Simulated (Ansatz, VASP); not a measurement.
# LiNbO: VASP beside Ansatz

```xyz
6
Lattice="4.1162 0.0000 0.0000 0.0000 4.1162 0.0000 0.0000 0.0000 4.1075" Properties=species:S:1:pos:R:3 pbc="T T T"
Li    0.0000    2.0581    2.0538
Li    2.0581    0.0000    2.0538
Nb    0.0000    0.0000    0.0000
Nb    2.0581    2.0581    0.0000
O     0.0000    0.0000    2.0538
O     2.0581    2.0581    2.0538
```

Change from the starting cell: species swapped into the LaOF type (P4/nmm, No. 129).

Alike in both runs: functional PBE; k mesh 6 × 6 × 4; occupations gaussian, width 0.1 eV; collinear spin.

Ansatz relaxed the structure, and its values are those at the end. VASP's run is a single point on that final structure, the one shown.

|  | VASP | Ansatz |
| --- | --- | --- |
| version | VASP 6.6.1 | Ansatz 0.2.0 |
| potentials or method | VASP PAW PBE potentials, release 64 (Li_sv, Nb_sv, O), cutoff 520 eV | scalar-relativistic, plane waves, PAW |
| valence electrons in the cell | 44 | 44 |

```csv
,VASP,Ansatz,Ansatz less VASP
gap on the k mesh at the Fermi level (eV),none,none,-
net moment per atom (μB),0.00,0.00,0.000
```

A gap of «none» marks a metal or a gap that the smearing closes. With one functional, cell and mesh, what is left measures potentials, basis and numerics. Ansatz's warnings: no starting moments.

The k mesh is coarse, so the values compare programs but aren't converged. Noted on VASP's run: the cutoff is short for stress, so the pressure is rough.
